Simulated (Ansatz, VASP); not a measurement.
## One calculation of Sb, two programs

Contents of INCAR:

```
SYSTEM = Sb
  ALGO = Normal
  EDIFF = 1E-6
  ENCUT = 520
  GGA = PS
  ISIF = 2
  ISMEAR = 0
  LASPH = .True.
  LCHARG = .False.
  LREAL = .False.
  LWAVE = .False.
  NBANDS = 8
  NELM = 100
  PREC = Accurate
  SIGMA = 0.15
```

File KPOINTS:

```
k-points
0
Gamma
  16 16 16
  0 0 0
```

Contents of POSCAR:

```
Sb
1.0
    3.0968000000      0.0000000000      0.0000000000
    0.0000000000      3.1600000000      0.0000000000
    0.0000000000      0.0000000000      3.1600000000
Sb
1
Direct
    0.0000000000      0.0000000000      0.0000000000
```

Input for Ansatz:

```yaml
crystal:
  lattice:
    - [3.0968, 0.0, 0.0]
    - [0.0, 3.16, 0.0]
    - [0.0, 0.0, 3.16]
  atoms:
    - { symbol: Sb, position: [0.0, 0.0, 0.0] }
basis:
  ecutwfc: 420
kpoints:
  mp_grid: { grid: [16, 16, 16] }
hamiltonian:
  xc: pbesol
scf:
  occupations: { method: gaussian, width: 0.15 }
output:
  forces: true
  stress: true
  eigenvalues: true
```

Change from the starting cell: strain -0.0200 x Voigt [1, 0, 0, 0, 0, 0], atoms carried along.

Alike in both runs: task single point; functional PBEsol; k mesh 16 × 16 × 16; occupations gaussian, width 0.15 eV; no spin polarisation.

|  | VASP | Ansatz |
| --- | --- | --- |
| version | VASP 6.6.1 | Ansatz 0.2.0 |
| potentials or method | VASP PAW PBE potentials, release 64 (Sb), cutoff 520 eV | scalar-relativistic, plane waves, PAW |
| valence electrons in the cell | 5 | 15 |

Ansatz gave:

```
gap on the k mesh at the Fermi level (eV)                     : none
pressure (GPa)                                                : -4.0
traceless stress, the component that is largest in VASP (GPa) : 1.15
```

Problem. What did VASP give for the same quantities?

Solution. gap on the k mesh at the Fermi level (eV): none; pressure (GPa): -4.0; traceless stress, the component that is largest in VASP (GPa): 1.17.

VASP's potentials were made for PBE, not for PBEsol. A gap of «none» marks a metal or a gap that the smearing closes. The functional is the same, so the differences come from potentials, cutoffs and numerics. VASP's potentials hold 5 valence electrons a cell and Ansatz's 15, so a difference there can come from the potentials and not from the codes.

Spin-orbit coupling is off throughout.
